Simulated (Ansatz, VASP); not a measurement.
## Ir: VASP beside Ansatz

INCAR

```
PREC = Accurate
ENCUT = 500
EDIFF = 1E-6
ISMEAR = 1
SIGMA = 0.2
LREAL = F
LASPH = T
NELM = 120
ALGO = Normal
ISIF = 2
LWAVE = F
LCHARG = F
NBANDS = 14
GGA_COMPAT = F
```

File KPOINTS:

```
Automatic mesh
0
Gamma
  14 14 14
```

File POSCAR:

```
Ir
1.0
    0.0000000000      1.9060927672      1.9060927672
    1.9060927672      0.0000000000      1.9060927672
    1.9060927672      1.9060927672      0.0000000000
Ir
1
Direct
    0.0000000000      0.0000000000      0.0000000000
```

Input for Ansatz:

```yaml
crystal:
  lattice:
    - [0.0, 1.9060927672, 1.9060927672]
    - [1.9060927672, 0.0, 1.9060927672]
    - [1.9060927672, 1.9060927672, 0.0]
  atoms:
    - { symbol: Ir, position: [0.0, 0.0, 0.0] }
hamiltonian:
  xc: lda
  pseudopotentials:
    kind: paw
    azcp:
      Ir: "pseudopotentials/Ir.paw.azcp"
basis:
  ecutwfc: 420
  fft_grid_basis: typed
kpoints:
  mp_grid: { grid: [14, 14, 14], shift: [0, 0, 0] }
magnetization:
  spin_polarized: false
scf:
  occupations: { method: methfessel_paxton, width: 0.2 }
  lower_state_search: "off"
output:
  stress: true
  write_density: true
  write_potential: true
  elf: true
  volumetric_format: npy
```

Alike in both runs: task single point; functional LDA; k mesh 14 × 14 × 14; occupations methfessel-paxton of order 1, width 0.2 eV; no spin polarisation.

|  | VASP | Ansatz |
| --- | --- | --- |
| version | VASP 6.6.1 | Ansatz 0.2.0 |
| potentials or method | VASP PAW LDA potentials, release 64 (Ir_sv_GW), cutoff 500 eV | plane waves (420 eV) with PAW, scalar-relativistic |
| valence electrons in the cell | 17 | 17 |

|  | VASP | Ansatz | Ansatz less VASP |
| --- | --- | --- | --- |
| pressure (GPa) | -1.9 | -0.2 | +1.74 |

Ansatz warns that its potentials were made for another functional, while VASP's fit it. LDA's correlation is that of Perdew and Zunger in VASP and of Perdew and Wang (1992) in Ansatz.

Neither program's run includes spin-orbit coupling.
